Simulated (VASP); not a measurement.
# CsH (Pm-3m) in VASP: dielectric tensor with LDA

Aim: the dielectric tensor of CsH with LDA.

Everything below comes from runs of VASP 6.6.1. Logs are shortened: lines on timing, memory, paths and dates and some standing lists are left out, and cuts for length are marked.

**1. The cell of the first run**

The structure is cubic, space group Pm-3m (No. 221). The conventional cell has a = 3.818 Å, b = 3.818 Å, c = 3.818 Å, α = 90.00°, β = 90.00°, γ = 90.00°. Cs (site symmetry m-3m) has 8 H at 3.31 Å and 6 Cs at 3.82 Å within 4.3 Å. Within 4.3 Å of H (site symmetry m-3m) lie 8 Cs at 3.31 Å and 6 H at 3.82 Å.

**2. Dielectric tensor, LDA**

INCAR

```
PREC     = Accurate       # precision mode
ENCUT    = 400            # plane-wave cutoff, eV
EDIFF    = 1E-8           # SCF threshold, eV
ISMEAR   = 0              # smearing method
SIGMA    = 0.01           # smearing width, eV
LREAL    = False          # projectors in reciprocal space
LASPH    = True           # aspherical terms in the spheres
NELM     = 120            # most SCF steps
ALGO     = Normal         # electronic algorithm
ISIF     = 2              # what is computed and relaxed
LWAVE    = False          # write WAVECAR
LCHARG   = False          # write CHGCAR
LEPSILON = True           # dielectric tensor by DFPT
GGA_COMPAT= False
```

KPOINTS

```
Automatic mesh
0
Gamma
  5 5 5
```

POSCAR

```
CsH
1.0
    3.8184090000      0.0000000000      0.0000000000
    0.0000000000      3.8184090000      0.0000000000
    0.0000000000      0.0000000000      3.8184090000
Cs H
1 1
Direct
    0.0000000000      0.0000000000      0.0000000000
    0.5000000000      0.5000000000      0.5000000000
```

Potentials or basis: VASP PAW LDA potentials, release 64 (Cs_sv, H).

Launch:

```
$ cat potpaw_LDA.64/Cs_sv/POTCAR potpaw_LDA.64/H/POTCAR > POTCAR
$ mpirun -np 1 vasp_std > vasp.out
```

OUTCAR:

```text
PREC = Accurate
   ENCUT = 400
   EDIFF = 1E-8
   ISMEAR = 0
   LREAL = False
   LASPH = True
   NELM = 120
   ISIF = 2
   LEPSILON = True

 ion  position               nearest neighbor table
   1  0.000  0.000  0.000-
   2  0.500  0.500  0.500-

  LATTYP: Found a simple cubic cell.
 ALAT       =     3.8184090000

  Lattice vectors:

 A1 = (   3.8184090000,   0.0000000000,   0.0000000000)
 A2 = (   0.0000000000,   3.8184090000,   0.0000000000)
 A3 = (   0.0000000000,   0.0000000000,   3.8184090000)

Analysis of symmetry for initial positions (statically):
=====================================================================
 Subroutine PRICEL returns:
 Original cell was already a primitive cell.

 Routine SETGRP: Setting up the symmetry group for a
 simple cubic supercell.

 Subroutine GETGRP returns: Found 48 space group operations
 (whereof 48 operations were pure point group operations)
 out of a pool of 48 trial point group operations.

The static configuration has the point symmetry O_h .

Analysis of symmetry for dynamics (positions and initial velocities):
=====================================================================
 Subroutine PRICEL returns:
 Original cell was already a primitive cell.

 Routine SETGRP: Setting up the symmetry group for a
 simple cubic supercell.

 Subroutine GETGRP returns: Found 48 space group operations
 (whereof 48 operations were pure point group operations)
 out of a pool of 48 trial point group operations.

The dynamic configuration has the point symmetry O_h .

 Subroutine INISYM returns: Found 48 space group operations
 (whereof 48 operations are pure point group operations),
 and found     1 'primitive' translations

----------------------------------------------------------------------------------------

                                     Primitive cell

[... 255 lines left out ...]
  energy-cutoff  :      400.00
  volume of cell :       55.67
      direct lattice vectors                 reciprocal lattice vectors
     3.818409000  0.000000000  0.000000000     0.261889179  0.000000000  0.000000000
     0.000000000  3.818409000  0.000000000     0.000000000  0.261889179  0.000000000
     0.000000000  0.000000000  3.818409000     0.000000000  0.000000000  0.261889179

 POSITION                                       TOTAL-FORCE (eV/Angst)
 -----------------------------------------------------------------------------------
      0.00000      0.00000      0.00000         0.000000      0.000000      0.000000
      1.90920      1.90920      1.90920         0.000000      0.000000      0.000000
 -----------------------------------------------------------------------------------
    total drift:                                0.000000      0.000000      0.000000

  FREE ENERGIE OF THE ION-ELECTRON SYSTEM (eV)
  ---------------------------------------------------
  free  energy   TOTEN  =        -4.9040160823 eV

  energy  without entropy=       -4.9040160823  energy(sigma->0) =       -4.90401608

 HEAD OF MICROSCOPIC STATIC DIELECTRIC TENSOR (INDEPENDENT PARTICLE, excluding Hartree and local field effects)
 ------------------------------------------------------
           4.076071     0.000000    -0.000000
           0.000000     4.076071     0.000000
           0.000000     0.000000     4.076071
 ------------------------------------------------------

 Free energy of the ion-electron system (eV)
  ---------------------------------------------------
  ---------------------------------------------------
  free energy    TOTEN  =        -0.48315552 eV

  energy without entropy =       -0.48315552

------------------------ aborting loop because EDIFF is reached ----------------------------------------

--------------------------------------- Ionic step        2  -------------------------------------------

------------------------ aborting loop because EDIFF is reached ----------------------------------------

--------------------------------------- Ionic step        3  -------------------------------------------

 Free energy of the ion-electron system (eV)
  ---------------------------------------------------
  ---------------------------------------------------
  free energy    TOTEN  =        -0.48315555 eV

  energy without entropy =       -0.48315555

------------------------ aborting loop because EDIFF is reached ----------------------------------------

 PIEZOELECTRIC TENSOR FIELD DIRECTION 3  (e Angst)
 -----------------------------------------------------------------------------
    -0.00272  0.00000  0.00000           (  0.00001  0.00000  0.00000)
     0.00000 -0.00272 -0.00000           (  0.00000  0.00001 -0.00000)
     0.00000 -0.00000  0.00137           (  0.00000 -0.00000  0.00002)

 PIEZOELECTRIC TENSOR FIELD DIRECTION 3  (C/m^2)
 -----------------------------------------------------------------------------
    -0.00078  0.00000  0.00000
     0.00000 -0.00078 -0.00000
     0.00000 -0.00000  0.00039

 MACROSCOPIC STATIC DIELECTRIC TENSOR (including local field effects in DFT)
 ------------------------------------------------------
           3.833659     0.000000     0.000000
          -0.000000     3.833659     0.000000
          -0.000000     0.000000     3.833659
 ------------------------------------------------------

 PIEZOELECTRIC TENSOR (including local field effects)  for field in x, y, z        (e  Angst)
          XX          YY          ZZ          XY          YZ          ZX
  --------------------------------------------------------------------------------
  x     0.00000     0.00000     0.00000     0.00000     0.00000     0.00000
  y     0.00000     0.00000     0.00000     0.00000     0.00000     0.00000
  z     0.00000     0.00000     0.00000     0.00000     0.00000     0.00000

 PIEZOELECTRIC TENSOR (including local field effects)  for field in x, y, z        (C/m^2)
          XX          YY          ZZ          XY          YZ          ZX
  --------------------------------------------------------------------------------
  x     0.00000     0.00000     0.00000     0.00000     0.00000     0.00000
  y     0.00000     0.00000     0.00000     0.00000     0.00000     0.00000
  z     0.00000     0.00000     0.00000     0.00000     0.00000     0.00000

 BORN EFFECTIVE CHARGES (including local field effects) (in |e|, cummulative output)
 ---------------------------------------------------------------------------------
 ion    1
    1     1.15830    -0.00000    -0.00000
    2    -0.00000     1.15830     0.00000
    3     0.00000     0.00000     1.15830
 ion    2
    1    -1.15830     0.00000     0.00000
    2     0.00000    -1.15830    -0.00000
    3    -0.00000    -0.00000    -1.15830
```

OSZICAR:

```text
[... 13 lines left out ...]
RMM:   4    -0.471320020745E+00   -0.19619E-01   -0.23476E-02   550   0.922E-01    0.123E-01
RMM:   5    -0.482627356454E+00   -0.11307E-01   -0.12803E-03   552   0.231E-01    0.170E-02
RMM:   6    -0.482648034780E+00   -0.20678E-04   -0.20849E-05   604   0.291E-02    0.768E-03
RMM:   7    -0.483136412363E+00   -0.48838E-03   -0.20781E-06   579   0.100E-02    0.645E-04
RMM:   8    -0.483161590993E+00   -0.25179E-04   -0.89539E-08   604   0.127E-03    0.391E-04
RMM:   9    -0.483157551469E+00    0.40395E-05   -0.23986E-08   626   0.887E-04    0.739E-05
RMM:  10    -0.483156857171E+00    0.69430E-06   -0.15445E-08   493   0.181E-04    0.506E-05
RMM:  11    -0.483155483833E+00    0.13733E-05    0.10375E-07   535   0.225E-04    0.179E-05
RMM:  12    -0.483155551372E+00   -0.67539E-07   -0.13857E-09   348   0.123E-04    0.965E-06
```

Run time: 41 s. Hardware: 1 thread of AMD EPYC 7R43 (Zen 3), shared host; peak memory 0.12 GiB.

What came out:

```yaml
Band_gap_on_the_k_mesh: 3.04 eV (least direct gap 3.12 eV)
Electronic_dielectric_tensor_diagonal: 3.83
Born_charges_mean_of_the_diagonal: Cs +1.16; H -1.16 e
```

Electronic dielectric tensor:
```
3.83 0.00 0.00
0.00 3.83 0.00
0.00 0.00 3.83
```

Born effective charge tensors (e):
atom 1, Cs
```
1.16 0.00 0.00
0.00 1.16 0.00
0.00 0.00 1.16
```
atom 2, H
```
-1.16  0.00  0.00
 0.00 -1.16  0.00
 0.00  0.00 -1.16
```

Caveat: spin-orbit coupling is left out, which moves the levels of the heavy elements; an odd mesh through Γ misses points on the zone boundary, where band edges can lie.
